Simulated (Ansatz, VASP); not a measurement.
# Tl2As in VASP and in Ansatz

```
CELL_PARAMETERS angstrom
-1.79729 1.79729 6.69097
1.79729 -1.79729 6.69097
1.79729 1.79729 -6.69097
ATOMIC_POSITIONS crystal
Tl 0.35940 0.35940 0.00000
Tl 0.64060 0.64060 0.00000
As 0.00000 0.00000 0.00000
```

Alike in both runs: functional PBE; k mesh 6 × 6 × 6; occupations gaussian, width 0.1 eV; no spin polarisation.

Ansatz relaxed the structure, and its values are those at the end. VASP's run is a single point on that final structure, the one shown.

|  | VASP | Ansatz |
| --- | --- | --- |
| version | VASP 6.6.1 | Ansatz 0.2.0 |
| potentials or method | VASP PAW PBE potentials, release 64 (Tl_d, As), cutoff 520 eV | scalar-relativistic, plane waves, PAW |
| valence electrons in the cell | 31 | 41 |

|  | VASP | Ansatz | Ansatz less VASP |
| --- | --- | --- | --- |
| gap on the k mesh at the Fermi level (eV) | none | none | - |
| pressure (GPa) | 0.2 | 0.2 | +0.02 |
| rms of the force components (eV/Å) | 0.006 | 0.007 | +0.0013 |

A gap of «none» marks a metal or a gap that the smearing closes. VASP's potentials hold 31 valence electrons a cell and Ansatz's 41, so a difference there can come from the potentials and not from the codes.

The k mesh is coarse, so the values compare programs but aren't converged. Spin-orbit coupling is off throughout.
